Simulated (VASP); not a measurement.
# Sb (I4/mmm) in VASP: settings compared

Sb is run at these levels: PBEsol, LDA; tasks: single point.

All numbers are computed with VASP 6.6.1; they aren't measurements. Logs are shortened: lines on timing, memory, paths and dates and some standing lists are left out, and cuts for length are marked.

**1. The cell of the first run**

Symmetry: I4/mmm, No. 139, tetragonal system. Conventional cell: a = 3.089 Å, b = 3.089 Å, c = 5.313 Å, α = 90.00°, β = 90.00°, γ = 90.00°. Sb (site symmetry 4/mmm) has 12 Sb at 3.09 to 3.44 Å within 4.1 Å.

**2. Single point, PBEsol (volume scaled by 0.94)**

The input, INCAR:

```
  PREC = Accurate
  ENCUT = 520
  EDIFF = 1E-7
  ISMEAR = -1
  SIGMA = 0.05
  LREAL = F
  LASPH = T
  NELM = 100
  ALGO = Normal
  ISIF = 2
  LWAVE = F
  LCHARG = F
  GGA = PS
  NBANDS = 8
```

The input, KPOINTS:

```
Automatic mesh
0
Gamma
  12 12 12
```

The input, POSCAR:

```
Sb
1.0
   -1.5443568632      1.5443568632      2.6565772150
    1.5443568632     -1.5443568632      2.6565772150
    1.5443568632      1.5443568632     -2.6565772150
Sb
1
Direct
    0.0000000000      0.0000000000      0.0000000000
```

Potentials or basis: VASP PAW PBE potentials, release 64 (Sb).

Started as:

```sh
cat potpaw_PBE.64/Sb/POTCAR > POTCAR
mpirun -np 1 vasp_std > vasp.out
```

OUTCAR:

```text
PREC = Accurate
   ENCUT = 520
   EDIFF = 1E-7
   ISMEAR = -1
   LREAL = F
   LASPH = T
   NELM = 100
   ISIF = 2
   GGA = PS

 ion  position               nearest neighbor table
   1  0.000  0.000  0.000-

  LATTYP: Found a body centered tetragonal cell.
 ALAT       =     3.0887137264
 C/A-ratio  =     1.7201835135

  Lattice vectors:

 A1 = (  -1.5443568632,   1.5443568632,   2.6565772150)
 A2 = (   1.5443568632,  -1.5443568632,   2.6565772150)
 A3 = (   1.5443568632,   1.5443568632,  -2.6565772150)

Analysis of symmetry for initial positions (statically):
=====================================================================
 Subroutine PRICEL returns:
 Original cell was already a primitive cell.

 Routine SETGRP: Setting up the symmetry group for a
 body centered tetragonal supercell.

 Subroutine GETGRP returns: Found 16 space group operations
 (whereof 16 operations were pure point group operations)
 out of a pool of 16 trial point group operations.

The static configuration has the point symmetry D_4h.

Analysis of symmetry for dynamics (positions and initial velocities):
=====================================================================
 Subroutine PRICEL returns:
 Original cell was already a primitive cell.

 Routine SETGRP: Setting up the symmetry group for a
 body centered tetragonal supercell.

 Subroutine GETGRP returns: Found 16 space group operations
 (whereof 16 operations were pure point group operations)
 out of a pool of 16 trial point group operations.

The dynamic configuration has the point symmetry D_4h.

 Subroutine INISYM returns: Found 16 space group operations
 (whereof 16 operations are pure point group operations),
 and found     1 'primitive' translations

----------------------------------------------------------------------------------------

                                     Primitive cell

  volume of cell :      25.3442

  direct lattice vectors                    reciprocal lattice vectors
    -1.544356863  1.544356863  2.656577215     0.000000000  0.323759367  0.188212109
     1.544356863 -1.544356863  2.656577215     0.323759367  0.000000000  0.188212109
     1.544356863  1.544356863 -2.656577215     0.323759367  0.323759367  0.000000000

  length of vectors
     3.439110167  3.439110167  3.439110167     0.374491556  0.374491556  0.457864887

  position of ions in fractional coordinates (direct lattice)
     0.000000000  0.000000000  0.000000000

  ion indices of the primitive-cell ions
   primitive index   ion index
                 1           1

----------------------------------------------------------------------------------------

 KPOINTS: Automatic mesh

Automatic generation of k-mesh.
 Grid dimensions read from file:
 generate k-points for:   12   12   12

 Generating k-lattice:

  Cartesian coordinates                     Fractional coordinates (reciprocal lattice)
     0.000000000  0.026979947  0.015684342     0.083333333  0.000000000  0.000000000
     0.026979947  0.000000000  0.015684342     0.000000000  0.083333333  0.000000000
     0.026979947  0.026979947  0.000000000     0.000000000  0.000000000  0.083333333

  Length of vectors
     0.031207630  0.031207630  0.038155407

  Shift w.r.t. Gamma in fractional coordinates (k-lattice)
     0.000000000  0.000000000  0.000000000

 Subroutine IBZKPT returns following result:
 ===========================================

 Found    163 irreducible k-points:

 Following reciprocal coordinates:
            Coordinates               Weight
  0.000000  0.000000  0.000000      1.000000
  0.083333 -0.000000  0.000000      8.000000
  0.166667 -0.000000  0.000000      8.000000
  0.250000 -0.000000  0.000000      8.000000
  0.333333 -0.000000  0.000000      8.000000
  0.416667  0.000000  0.000000      8.000000
[... 16 lines left out ...]
  0.500000  0.166667  0.000000     16.000000
 -0.416667  0.166667  0.000000     16.000000
 [... further k-points ...]
   k-points           NKPTS =    163   k-points in BZ     NKDIM =    163   number of bands    NBANDS=      8
   number of dos      NEDOS =    301   number of ions     NIONS =      1
   total plane-waves  NPLWV =  21952
   dimension x,y,z NGX =    28 NGY =   28 NGZ =   28
   dimension x,y,z NGXF=    56 NGYF=   56 NGZF=   56
   ions per type =               1
   NGX,Y,Z   is equivalent  to a cutoff of  13.54, 13.54, 13.54 a.u.
   NGXF,Y,Z  is equivalent  to a cutoff of  27.07, 27.07, 27.07 a.u.
 SYSTEM =  unknown system
   PREC   = accura    normal or accurate (medium, high low for compatibility)
   ISTART =      0    job   : 0-new  1-cont  2-samecut
   ICHARG =      2    charge: 1-file 2-atom 10-const
   ISPIN  =      1    spin polarized calculation?
   LNONCOLLINEAR =      F non collinear calculations
   LSORBIT =      F    spin-orbit coupling
   LASPH  =      T    aspherical Exc in radial PAW
   ENCUT  =  520.0 eV  38.22 Ry    6.18 a.u.   6.39  6.39  6.39*2*pi/ulx,y,z
   NELM   =    100;   NELMIN=  2; NELMDL= -5     # of ELM steps
   EDIFF  = 0.1E-06   stopping-criterion for ELM
   LREAL  =      F    real-space projection
   EDIFFG = 0.1E-05   stopping-criterion for IOM
   NSW    =      0    number of steps for IOM
   IBRION =     -1    ionic relax: 0-MD 1-quasi-New 2-CG
   NFREE  =      0    steps in history (QN), initial steepest desc. (CG)
   ISIF   =      2    stress and relaxation
   ISYM   =      2    0-nonsym 1-usesym 2-fastsym
   POTIM  = 0.5000    time-step for ionic-motion
   TEBEG  =    0.0;   TEEND  =   0.0 temperature during run
   PSTRESS=    0.0 pullay stress
   NELECT =       5.0000    total number of electrons
   NUPDOWN=      -1.0000    fix difference up-down
   EMIN   =  10.00;   EMAX   =-10.00  energy-range for DOS
   EFERMI =   0.00;   METHOD = LEGACY
   ISMEAR =    -1;   SIGMA  =   0.05  broadening in eV -4-tet -1-fermi 0-gaus
   EFERMI_NEDOS =   21; number of points for ismear=-14 and -15
   IALGO  =     38    algorithm
   IMIX   =      4    mixing-type and parameters
     AMIX     =   0.40;   BMIX     =  1.00
     AMIX_MAG =   1.60;   BMIX_MAG =  1.00
  volume/ion in A,a.u.               =      25.34       171.03
  Fermi-wavevector in a.u.,A,eV,Ry     =   0.953028  1.800961 12.357655  0.908262
  Thomas-Fermi vector in A             =   2.081645
   LORBIT       =      0    0 simple, 1 ext, 2 COOP (PROOUT), +10 PAW based schemes
   GGA     = PS    functional components
   LHFCALC =     F    Hartree Fock is set to
   AEXX    =    0.0000 exact exchange contribution
   IVDW    =     0    specifies the selected vdW correction
   LEPSILON=     F    determine dielectric tensor
   LRPA    =     F    only Hartree local field effects (RPA)
 non-spin polarized calculation
  energy-cutoff  :      520.00
  volume of cell :       25.34
 maximum number of plane-waves:       702
 NGX is ok and might be reduce to    28
   NGX = 13   NGY = 13   NGZ = 13

 number of electron       5.0000000 magnetization

 Free energy of the ion-electron system (eV)
  ---------------------------------------------------
  ext. energy  EPLUGINS =         0.00000000
  ---------------------------------------------------
  free energy    TOTEN  =        -4.30658561 eV

  energy without entropy =       -4.30121541  energy(sigma->0) =       -4.30390051

 E-fermi :   9.1972     XC(G=0): -10.5866

 val. band max:        9.1798110987   @ k =  -0.2500   0.0833  -0.0000
 cond. band min:       9.2169881046   @ k =  -0.3333   0.5000   0.0833
 fundamental gap:      0.0371770059
 Fermi energy:         9.1972314760

 k-point     1 :       0.0000    0.0000    0.0000
  band No.  band energies     occupation
      1      -4.2675      2.00000
      2      14.2908      0.00000
      3      15.0750      0.00000
      4      15.0750      0.00000
      5      18.8304      0.00000
      6      19.8581      0.00000
      7      20.1743      0.00000
      8      20.1753      0.00000

 k-point     2 :       0.0833   -0.0000    0.0000
  band No.  band energies     occupation
      1      -4.1197      2.00000
      2      13.5036      0.00000
      3      14.1581      0.00000
      4      15.0381      0.00000
      5      18.4585      0.00000
      6      19.1375      0.00000
      7      20.0254      0.00000
      8      20.4180      0.00000

 k-point     3 :       0.1667   -0.0000    0.0000
  band No.  band energies     occupation
      1      -3.6776      2.00000
      2      11.0736      0.00000
      3      13.2636      0.00000
      4      14.9648      0.00000
      5      17.3526      0.00000
      6      18.8910      0.00000
      7      21.0580      0.00000
      8      21.0698      0.00000

 k-point     4 :       0.2500   -0.0000    0.0000
  band No.  band energies     occupation
      1      -2.9484      2.00000
      2       8.4601      2.00000
      3      12.4042      0.00000
      4      14.9200      0.00000
      5      16.5088      0.00000
      6      18.7640      0.00000
      7      21.6429      0.00000
      8      22.4613      0.00000

 k-point     5 :       0.3333   -0.0000    0.0000
  band No.  band energies     occupation
      1      -1.9566      2.00000
      2       6.0354      2.00000
      3      11.7079      0.00000
      4      14.9333      0.00000
      5      15.9176      0.00000
      6      18.8600      0.00000
      7      21.0450      0.00000
      8      21.5842      0.00000
[... 177 lines left out ...]
 k-point    22 :       0.4167    0.1667    0.0000
  band No.  band energies     occupation
      1       0.1994      2.00000
      2       3.8424      2.00000
      3      10.0136      0.00000
      4      11.6440      0.00000
      5      16.1151      0.00000
      6      17.7630      0.00000
      7      22.2777      0.00000
      8      23.4997      0.00000

 k-point    23 :       0.5000    0.1667    0.0000
  band No.  band energies     occupation
      1       0.2214      2.00000
      2       3.7991      2.00000
      3      10.2005      0.00000
      4      11.9109      0.00000
      5      15.7891      0.00000
      6      17.6483      0.00000
      7      21.6563      0.00000
      8      23.1576      0.00000

 k-point    24 :      -0.4167    0.1667    0.0000
  band No.  band energies     occupation
      1      -0.8384      2.00000
      2       5.4101      2.00000
      3      10.5764      0.00000
      4      12.2675      0.00000
      5      15.8902      0.00000
      6      17.7711      0.00000
      7      19.9375      0.00000
      8      23.4945      0.00000

 [... further k-points ...]
[... 5 lines left out ...]
  --------------------------------------------------------------------------------------
  -------------------------------------------------------------------------------------
  Total        0.6001739      0.6001739      0.3288295      0.0000000      0.0000000      0.0000000
  in kB       37.9410980     37.9410980     20.7875607      0.0000000      0.0000000      0.0000000
  external PRESSURE =      32.2232522 kB  Pullay stress =       0.0000000 kB

 VOLUME and BASIS-vectors are now :
 -----------------------------------------------------------------------------
  energy-cutoff  :      520.00
  volume of cell :       25.34
      direct lattice vectors                 reciprocal lattice vectors
    -1.544356863  1.544356863  2.656577215     0.000000000  0.323759367  0.188212109
     1.544356863 -1.544356863  2.656577215     0.323759367  0.000000000  0.188212109
     1.544356863  1.544356863 -2.656577215     0.323759367  0.323759367  0.000000000

 POSITION                                       TOTAL-FORCE (eV/Angst)
 -----------------------------------------------------------------------------------
      0.00000      0.00000      0.00000         0.000000      0.000000      0.000000
 -----------------------------------------------------------------------------------
    total drift:                               -0.000000      0.000000      0.000000

  FREE ENERGIE OF THE ION-ELECTRON SYSTEM (eV)
  ---------------------------------------------------
  free  energy   TOTEN  =        -4.3065856147 eV

  energy  without entropy=       -4.3012154054  energy(sigma->0) =       -4.30390051
```

Run time: 26 s. Hardware: 1 thread of Intel Xeon Platinum 8488C (Sapphire Rapids), shared host; peak memory 0.17 GiB.

Results:

```yaml
Free_energy: -4.3066 eV
Pressure: 3.2 GPa
```

Caveat: the PAW data sets were made with another functional, which shifts forces and pressure a little; spin-orbit coupling is left out, which moves the levels of the heavy elements.

[end of part 1 of 2]
